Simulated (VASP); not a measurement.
# NaH6Os2 (F-43m) in VASP: notebook

NaH6Os2 is run at these levels: PBE; tasks: single point, relaxation of cell and atoms.

Everything below comes from runs of VASP 6.6.1. Logs are shortened: lines on timing, memory, paths and dates and some standing lists are left out, and cuts for length are marked.

### 1 The cell of the first run

Symmetry: F-43m, No. 216, cubic system. The conventional cell has a = 6.947 Å, b = 6.947 Å, c = 6.947 Å, α = 90.00°, β = 90.00°, γ = 90.00°. Na (site symmetry -43m) has 6 H at 1.82 Å within 2.4 Å. Within 2.2 Å of H (site symmetry 2mm) lie 1 Os at 1.66 Å and 1 Na at 1.82 Å. Os (site symmetry -43m) has 12 H at 2.46 Å and 4 Na at 3.01 Å and 4 Os at 3.01 Å within 3.2 Å. Within 2.2 Å of Os (site symmetry -43m) lie 6 H at 1.66 Å.

The cell was built from a structure type or drawn by symmetry, and may not be a known phase.

### 2 Single point, PBE

Input file INCAR:

```
  ALGO = Normal
  EDIFF = 1E-6
  ENCUT = 520
  GGA = PE
  ISIF = 2
  ISMEAR = 0
  LASPH = T
  LCHARG = F
  LREAL = F
  LWAVE = F
  NBANDS = 24
  NELM = 100
  PREC = Accurate
  SIGMA = 0.1
```

Input file KPOINTS:

```
k-points
0
Gamma
  10 10 10
```

Input file POSCAR:

```
NaH6Os2
1.0
    0.0000000000      3.4734352152      3.4734352152
    3.4734352152      0.0000000000      3.4734352152
    3.4734352152      3.4734352152      0.0000000000
Na H Os
1 6 2
Direct
    0.5000000000      0.5000000000      0.5000000000
    0.7616662908      0.2383337092      0.2383337092
    0.2383337092      0.7616662908      0.7616662908
    0.2383337092      0.2383337092      0.7616662908
    0.7616662908      0.7616662908      0.2383337092
    0.7616662908      0.2383337092      0.7616662908
    0.2383337092      0.7616662908      0.2383337092
    0.2500000000      0.2500000000      0.2500000000
    0.0000000000      0.0000000000      0.0000000000
```

Potentials or basis: VASP PAW PBE potentials, release 64 (Na_pv, H, Os).

Launch:

```bash
$ cat potpaw_PBE.64/Na_pv/POTCAR potpaw_PBE.64/H/POTCAR potpaw_PBE.64/Os/POTCAR > POTCAR
$ mpirun -np 1 vasp_std > vasp.out
```

OUTCAR:

```text
EDIFF = 1E-6
   ENCUT = 520
   GGA = PE
   ISIF = 2
   ISMEAR = 0
   LASPH = T
   LREAL = F
   NELM = 100
   PREC = Accurate

 ion  position               nearest neighbor table
   1  0.500  0.500  0.500-   2 1.82   3 1.82   4 1.82   5 1.82   6 1.82   7 1.82   8 3.01   8 3.01
                             8 3.01   8 3.01
   2  0.762  0.238  0.238-   9 1.66   1 1.82
   3  0.238  0.762  0.762-   9 1.66   1 1.82
   4  0.238  0.238  0.762-   9 1.66   1 1.82
   5  0.762  0.762  0.238-   9 1.66   1 1.82
   6  0.762  0.238  0.762-   9 1.66   1 1.82
   7  0.238  0.762  0.238-   9 1.66   1 1.82
   8  0.250  0.250  0.250-   9 3.01   9 3.01   1 3.01   1 3.01   9 3.01   1 3.01   9 3.01   1 3.01

   9  0.000  0.000  0.000-   2 1.66   3 1.66   4 1.66   5 1.66   6 1.66   7 1.66   8 3.01   8 3.01
                             8 3.01   8 3.01

  LATTYP: Found a face centered cubic cell.
 ALAT       =     6.9468704304

  Lattice vectors:

 A1 = (   0.0000000000,   3.4734352152,   3.4734352152)
 A2 = (   3.4734352152,   0.0000000000,   3.4734352152)
 A3 = (   3.4734352152,   3.4734352152,   0.0000000000)

Analysis of symmetry for initial positions (statically):
=====================================================================
 Subroutine PRICEL returns:
 Original cell was already a primitive cell.

 Routine SETGRP: Setting up the symmetry group for a
 face centered cubic supercell.

 Subroutine GETGRP returns: Found 24 space group operations
 (whereof 24 operations were pure point group operations)
 out of a pool of 48 trial point group operations.

The static configuration has the point symmetry T_d .

Analysis of symmetry for dynamics (positions and initial velocities):
=====================================================================
 Subroutine PRICEL returns:
 Original cell was already a primitive cell.

 Routine SETGRP: Setting up the symmetry group for a
 face centered cubic supercell.

 Subroutine GETGRP returns: Found 24 space group operations
 (whereof 24 operations were pure point group operations)
 out of a pool of 48 trial point group operations.

The dynamic configuration has the point symmetry T_d .

 Subroutine INISYM returns: Found 24 space group operations
 (whereof 24 operations are pure point group operations),
 and found     1 'primitive' translations

----------------------------------------------------------------------------------------

                                     Primitive cell

  volume of cell :      83.8123

  direct lattice vectors                    reciprocal lattice vectors
     0.000000000  3.473435215  3.473435215    -0.143949712  0.143949712  0.143949712
     3.473435215  0.000000000  3.473435215     0.143949712 -0.143949712  0.143949712
     3.473435215  3.473435215  0.000000000     0.143949712  0.143949712 -0.143949712

  length of vectors
     4.912179189  4.912179189  4.912179189     0.249328215  0.249328215  0.249328215

  position of ions in fractional coordinates (direct lattice)
     0.500000000  0.500000000  0.500000000
     0.761666291  0.238333709  0.238333709
     0.238333709  0.761666291  0.761666291
     0.238333709  0.238333709  0.761666291
     0.761666291  0.761666291  0.238333709
     0.761666291  0.238333709  0.761666291
     0.238333709  0.761666291  0.238333709
     0.250000000  0.250000000  0.250000000
     0.000000000  0.000000000  0.000000000

  ion indices of the primitive-cell ions
   primitive index   ion index
                 1           1
                 2           2
                 3           3
                 4           4
                 5           5
                 6           6
                 7           7
                 8           8
                 9           9

----------------------------------------------------------------------------------------

 KPOINTS: k-points

Automatic generation of k-mesh.
 Grid dimensions read from file:
 generate k-points for:   10   10   10

 Generating k-lattice:

  Cartesian coordinates                     Fractional coordinates (reciprocal lattice)
    -0.014394971  0.014394971  0.014394971     0.100000000  0.000000000  0.000000000
     0.014394971 -0.014394971  0.014394971     0.000000000  0.100000000  0.000000000
     0.014394971  0.014394971 -0.014394971     0.000000000  0.000000000  0.100000000

  Length of vectors
     0.024932822  0.024932822  0.024932822

  Shift w.r.t. Gamma in fractional coordinates (k-lattice)
     0.000000000  0.000000000  0.000000000

 Subroutine IBZKPT returns following result:
 ===========================================

 Found     47 irreducible k-points:

 Following reciprocal coordinates:
            Coordinates               Weight
  0.000000  0.000000  0.000000      1.000000
  0.100000  0.000000  0.000000      8.000000
  0.200000  0.000000  0.000000      8.000000
  0.300000  0.000000  0.000000      8.000000
  0.400000  0.000000  0.000000      8.000000
  0.500000  0.000000  0.000000      4.000000
[... 16 lines left out ...]
  0.300000  0.300000  0.000000      6.000000
  0.400000  0.300000  0.000000     24.000000
 [... further k-points ...]
   k-points           NKPTS =     47   k-points in BZ     NKDIM =     47   number of bands    NBANDS=     24
   number of dos      NEDOS =    301   number of ions     NIONS =      9
   total plane-waves  NPLWV =  64000
   dimension x,y,z NGX =    40 NGY =   40 NGZ =   40
   dimension x,y,z NGXF=    80 NGYF=   80 NGZF=   80
   ions per type =               1   6   2
   NGX,Y,Z   is equivalent  to a cutoff of  13.54, 13.54, 13.54 a.u.
   NGXF,Y,Z  is equivalent  to a cutoff of  27.07, 27.07, 27.07 a.u.
 SYSTEM =  unknown system
   PREC   = accura    normal or accurate (medium, high low for compatibility)
   ISTART =      0    job   : 0-new  1-cont  2-samecut
   ICHARG =      2    charge: 1-file 2-atom 10-const
   ISPIN  =      1    spin polarized calculation?
   LNONCOLLINEAR =      F non collinear calculations
   LSORBIT =      F    spin-orbit coupling
   LASPH  =      T    aspherical Exc in radial PAW
   ENCUT  =  520.0 eV  38.22 Ry    6.18 a.u.   9.13  9.13  9.13*2*pi/ulx,y,z
   NELM   =    100;   NELMIN=  2; NELMDL= -5     # of ELM steps
   EDIFF  = 0.1E-05   stopping-criterion for ELM
   LREAL  =      F    real-space projection
   EDIFFG = 0.1E-04   stopping-criterion for IOM
   NSW    =      0    number of steps for IOM
   IBRION =     -1    ionic relax: 0-MD 1-quasi-New 2-CG
   NFREE  =      0    steps in history (QN), initial steepest desc. (CG)
   ISIF   =      2    stress and relaxation
   ISYM   =      2    0-nonsym 1-usesym 2-fastsym
   POTIM  = 0.5000    time-step for ionic-motion
   TEBEG  =    0.0;   TEEND  =   0.0 temperature during run
   PSTRESS=    0.0 pullay stress
   NELECT =      29.0000    total number of electrons
   NUPDOWN=      -1.0000    fix difference up-down
   EMIN   =  10.00;   EMAX   =-10.00  energy-range for DOS
   EFERMI =   0.00;   METHOD = LEGACY
   ISMEAR =     0;   SIGMA  =   0.10  broadening in eV -4-tet -1-fermi 0-gaus
   EFERMI_NEDOS =   21; number of points for ismear=-14 and -15
   IALGO  =     38    algorithm
   IMIX   =      4    mixing-type and parameters
     AMIX     =   0.40;   BMIX     =  1.00
     AMIX_MAG =   1.60;   BMIX_MAG =  1.00
  volume/ion in A,a.u.               =       9.31        62.84
  Fermi-wavevector in a.u.,A,eV,Ry     =   1.149313  2.171887 17.972211  1.320920
  Thomas-Fermi vector in A             =   2.285983
   LORBIT       =      0    0 simple, 1 ext, 2 COOP (PROOUT), +10 PAW based schemes
   GGA     = PE    functional components
   LHFCALC =     F    Hartree Fock is set to
   AEXX    =    0.0000 exact exchange contribution
   IVDW    =     0    specifies the selected vdW correction
   LEPSILON=     F    determine dielectric tensor
   LRPA    =     F    only Hartree local field effects (RPA)
 non-spin polarized calculation
 Gauss-broadening in eV      SIGMA  =   0.10
  energy-cutoff  :      520.00
  volume of cell :       83.81
 maximum number of plane-waves:      2279
 NGX is ok and might be reduce to    40
   NGX = 19   NGY = 19   NGZ = 19

 number of electron      29.0000006 magnetization

 Free energy of the ion-electron system (eV)
  ---------------------------------------------------
  ext. energy  EPLUGINS =         0.00000000
  ---------------------------------------------------
  free energy    TOTEN  =       -37.41273622 eV

  energy without entropy =      -37.37551064  energy(sigma->0) =      -37.39412343

 E-fermi :   2.3999     XC(G=0): -10.0515

 val. band max:        2.3742946074   @ k =   0.5000   0.4000   0.0000
 cond. band min:       2.4040869764   @ k =  -0.3000   0.3000   0.0000
 fundamental gap:      0.0297923689
 Fermi energy:         2.3998582859

 k-point     1 :       0.0000    0.0000    0.0000
  band No.  band energies     occupation
      1     -20.8838      2.00000
      2     -20.8838      2.00000
      3     -20.8838      2.00000
      4      -6.8276      2.00000
      5      -3.6698      2.00000
      6      -3.6698      2.00000
[... 16 lines left out ...]
     23       9.4823      0.00000
     24       9.4823      0.00000

 k-point     2 :       0.1000    0.0000    0.0000
  band No.  band energies     occupation
      1     -20.8842      2.00000
      2     -20.8839      2.00000
      3     -20.8839      2.00000
      4      -6.7349      2.00000
      5      -3.6741      2.00000
      6      -3.6741      2.00000
[... 16 lines left out ...]
     23       9.4489      0.00000
     24       9.4489      0.00000

 k-point     3 :       0.2000    0.0000    0.0000
  band No.  band energies     occupation
      1     -20.8853      2.00000
      2     -20.8841      2.00000
      3     -20.8841      2.00000
      4      -6.4665      2.00000
      5      -3.6844      2.00000
      6      -3.6844      2.00000
[... 16 lines left out ...]
     23       9.4829      0.00000
     24       9.7824      0.00000
[... 514 lines left out ...]
 k-point    23 :       0.3000    0.3000    0.0000
  band No.  band energies     occupation
      1     -20.8867      2.00000
      2     -20.8842      2.00000
      3     -20.8842      2.00000
      4      -5.8207      2.00000
      5      -4.1052      2.00000
      6      -3.3915      2.00000
[... 16 lines left out ...]
     23       9.7791      0.00000
     24      11.6818      0.00000

 k-point    24 :       0.4000    0.3000    0.0000
  band No.  band energies     occupation
      1     -20.8869      2.00000
      2     -20.8844      2.00000
      3     -20.8843      2.00000
      4      -5.4832      2.00000
      5      -4.1969      2.00000
      6      -3.3616      2.00000
[... 16 lines left out ...]
     23      10.2205      0.00000
     24      12.2470      0.00000

 [... further k-points ...]
[... 5 lines left out ...]
  --------------------------------------------------------------------------------------
  -------------------------------------------------------------------------------------
  Total        0.1407011      0.1407011      0.1407011     -0.0000000      0.0000000      0.0000000
  in kB        2.6896784      2.6896784      2.6896784     -0.0000000      0.0000000      0.0000000
  external PRESSURE =       2.6896784 kB  Pullay stress =       0.0000000 kB

 VOLUME and BASIS-vectors are now :
 -----------------------------------------------------------------------------
  energy-cutoff  :      520.00
  volume of cell :       83.81
      direct lattice vectors                 reciprocal lattice vectors
     0.000000000  3.473435215  3.473435215    -0.143949712  0.143949712  0.143949712
     3.473435215  0.000000000  3.473435215     0.143949712 -0.143949712  0.143949712
     3.473435215  3.473435215  0.000000000     0.143949712  0.143949712 -0.143949712

 POSITION                                       TOTAL-FORCE (eV/Angst)
 -----------------------------------------------------------------------------------
      3.47344      3.47344      3.47344         0.000000      0.000000      0.000000
      1.65567      3.47344      3.47344         0.034174      0.000000      0.000000
      5.29120      3.47344      3.47344        -0.034174      0.000000      0.000000
      3.47344      3.47344      1.65567         0.000000      0.000000      0.034174
      3.47344      3.47344      5.29120         0.000000      0.000000     -0.034174
      3.47344      5.29120      3.47344         0.000000     -0.034174      0.000000
      3.47344      1.65567      3.47344         0.000000      0.034174      0.000000
      1.73672      1.73672      1.73672         0.000000      0.000000      0.000000
      0.00000      0.00000      0.00000         0.000000      0.000000      0.000000
 -----------------------------------------------------------------------------------
    total drift:                                0.000000      0.000000      0.000000

  FREE ENERGIE OF THE ION-ELECTRON SYSTEM (eV)
  ---------------------------------------------------
  free  energy   TOTEN  =       -37.4127362166 eV

  energy  without entropy=      -37.3755106400  energy(sigma->0) =      -37.39412343
```

Run time: 2.8 min. Hardware: 1 thread of Intel Xeon 8259CL, shared host; peak memory 0.29 GiB.

Results:

| Property | Result |
| --- | --- |
| Free energy | -37.4127 eV |
| Pressure | 0.3 GPa |
| Largest force | 0.034 eV/Å |
| Band gap on the k mesh | zero (an odd number of electrons rules out a gap without spin polarisation) |

Forces in eV/Å, atoms in the order of the input:
```
Na   0.000  0.000  0.000
H    0.034  0.000  0.000
H   -0.034  0.000  0.000
H    0.000  0.000  0.034
H    0.000  0.000 -0.034
H    0.000 -0.034  0.000
H    0.000  0.034  0.000
Os   0.000  0.000  0.000
Os   0.000  0.000  0.000
```

Caveat: spin-orbit coupling is left out, which moves the levels of the heavy elements.

[end of part 1 of 2]
